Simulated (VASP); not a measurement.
Input of a VASP 6.6.1 run:

File POSCAR:

```
GaP
1.0
    0.0000000000      2.5585353464      2.5585353464
    2.5585353464      0.0000000000      2.5585353464
    2.5585353464      2.5585353464      0.0000000000
Ga P
1 1
Direct
    0.0000000000      0.0000000000      0.0000000000
    0.5000000000      0.5000000000      0.5000000000
```

File INCAR.step1:

```
SYSTEM = GaP
ALGO = Normal
EDIFF = 1E-5
ENCUT = 520
GGA = PE
ISIF = 2
ISMEAR = -1
LASPH = .TRUE.
LCHARG = .FALSE.
LREAL = .FALSE.
LWAVE = .TRUE.
NBANDS = 16
NELM = 80
PREC = Accurate
SIGMA = 0.02
```

Contents of INCAR.step2:

```
SYSTEM = GaP
AEXX = 0.15
ALGO = Normal
EDIFF = 1E-7
ENCUT = 520
GGA = PE
HFSCREEN = 0.3
ISIF = 2
ISMEAR = -1
ISTART = 1
LASPH = .TRUE.
LCHARG = .FALSE.
LHFCALC = .TRUE.
LREAL = .FALSE.
LWAVE = .FALSE.
NBANDS = 16
NELM = 80
PREC = Accurate
PRECFOCK = Normal
SIGMA = 0.02
```

The input KPOINTS:

```
k-points
0
G
  4 4 4
  0 0 0
```

Potentials or basis: VASP PAW PBE potentials, release 64 (Ga_d, P).

Launch:

```sh
$ cat potpaw_PBE.64/Ga_d/POTCAR potpaw_PBE.64/P/POTCAR > POTCAR
$ cp INCAR.step1 INCAR
$ mpirun -np 1 vasp_std > vasp.out
$ cp INCAR.step2 INCAR
$ mpirun -np 1 vasp_std > vasp.out
```

Task: What does it give for the pressure?

Result: 1.8 GPa.

Task: What does it give for the band gap on the k mesh?

Result: Zero (band 9 reaches 6.87 eV, above the bottom of band 10 at 3.75 eV).

Caveat: the k points lie up to 0.53 Å⁻¹ apart; the PAW data sets were made with another functional, which shifts forces and pressure a little.
